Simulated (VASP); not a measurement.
**GaAs: single point with PBE**

GaAs:

```
CELL_PARAMETERS angstrom
-1.81805 1.81805 3.37643
1.81805 -1.81805 3.37643
1.81805 1.81805 -3.37643
ATOMIC_POSITIONS crystal
Ga 0.50000 0.50000 0.00000
As 0.00000 0.00000 0.00000
```

```
Program                : VASP 6.6.1
Task                   : single point
Functional             : PBE
Potentials or basis    : VASP PAW PBE potentials, release 64 (Ga_d, As)
Cutoff                 : 520 eV
k mesh                 : 6 × 6 × 6
Occupations            : gaussian, width 0.1 eV
Spin                   : no spin polarisation
Dipole correction      : no
Further INCAR settings : ALGO = Normal; EDIFF = 1e-06; NBANDS = 16
```

```yaml
Pressure: -0.3 GPa
Band_gap_on_the_k_mesh: zero (band 9 reaches 4.79 eV, above the bottom of band 10 at 2.40 eV)
```

Stress tensor (GPa, compression positive):
```
 3.22  0.00  0.00
 0.00  3.22  0.00
 0.00  0.00 -7.34
```

Levels at points of the mesh, in eV from the Fermi level:
```csv
k point,band 5,band 6,band 7,band 8,band 9,band 10,band 11,band 12,band 13,band 14
"(0.00, 0.00, 0.00)",-14.73,-12.39,-0.71,-0.71,-0.49,0.42,4.50,5.96,6.20,8.52
"(0.50, 0.00, 0.00)",-14.70,-10.58,-7.24,-0.53,0.90,1.38,3.82,3.98,4.68,10.92
"(0.50, 0.50, 0.00)",-14.66,-9.17,-4.90,-4.08,-3.93,-0.78,4.02,5.37,10.70,10.88
"(0.50, 0.50, 0.50)",-14.72,-11.34,-4.49,-1.57,-1.48,-1.48,4.70,8.21,10.45,10.45
```

Wall time 16 s on 1 thread of Intel Xeon 6975P-C, on a shared host, peak memory 0.18 GiB.

Caveat: the k points lie up to 0.41 Å⁻¹ apart.
